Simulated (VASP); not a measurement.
Here is a VASP 6.6.1 calculation.

POSCAR

```
SnTe
1.0
    0.0000000000      3.6350615711      3.6350615711
    3.6350615711      0.0000000000      3.6350615711
    3.6350615711      3.6350615711      0.0000000000
Te Sn
1 1
Direct
    0.2500000000      0.2500000000      0.2500000000
    0.0000000000      0.0000000000      0.0000000000
```

The input INCAR.step1:

```
SYSTEM = SnTe
ALGO = Normal
EDIFF = 1E-4
ENCUT = 520
GGA = PE
ISMEAR = -1
LASPH = .TRUE.
LCHARG = .FALSE.
LREAL = .FALSE.
LWAVE = .TRUE.
NBANDS = 17
NELM = 60
PREC = Accurate
SIGMA = 0.05
```

Contents of INCAR.step2:

```
SYSTEM = SnTe
ALGO = Normal
EDIFF = 1E-6
ENCUT = 520
ISIF = 2
ISMEAR = -1
ISTART = 1
LASPH = .TRUE.
LCHARG = .TRUE.
LELF = .TRUE.
LMIXTAU = .TRUE.
LREAL = .FALSE.
LVHAR = .TRUE.
LWAVE = .FALSE.
METAGGA = R2SCAN
NBANDS = 17
NELM = 60
PREC = Accurate
SIGMA = 0.05
```

Contents of KPOINTS:

```
k-points
0
G
  7 7 7
  0 0 0
```

Potentials or basis: VASP PAW PBE potentials, release 64 (Te, Sn_d).

Launch:

```sh
$ cat potpaw_PBE.64/Te/POTCAR potpaw_PBE.64/Sn_d/POTCAR > POTCAR
$ cp INCAR.step1 INCAR
$ mpirun -np 1 vasp_std > vasp.out
$ cp INCAR.step2 INCAR
$ mpirun -np 1 vasp_std > vasp.out
```

**Question.** What does it give for the pressure?

**Answer.** -1.1 GPa.

**Question.** Predict the band gap on the k mesh.

**Answer.** 0.45 eV (least direct gap 0.95 eV).

Caveat: the PAW data sets were made with another functional, which shifts forces and pressure a little; spin-orbit coupling is left out, which moves the levels of the heavy elements; an odd mesh through Γ misses points on the zone boundary, where band edges can lie.
